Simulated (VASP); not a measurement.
The system is Ti2O.

```
Ti O
1.0
     2.94328    0.02011   -0.04661
    -1.45422    2.53338    0.03888
    -0.07524    0.02903    4.70725
Ti O
2 1
Direct
  0.67555 0.33483 0.28285
  0.32495 0.66150 0.71020
  0.00146 0.98410 0.99723
```

Program: VASP 6.6.1. Alike in all runs: task single point; level PBEsol; potentials or basis VASP PAW PBE potentials, release 64 (Ti_sv, O); no spin polarisation; cell as given; cutoff (eV) 520; smearing gaussian 0.1 eV. Hardware: 1 thread of Intel(R) Xeon(R) Platinum 8375C CPU @ 2.90GHz (Ice Lake), on a shared host.

Order these runs on this cell by their wall time, lowest first.
A. k mesh 4 × 4 × 2
B. k mesh 6 × 6 × 4
C. k mesh 1 × 1 × 1

C (6.1 s), A (18 s), B (58 s).

Caveats: all runs use coarse meshes.
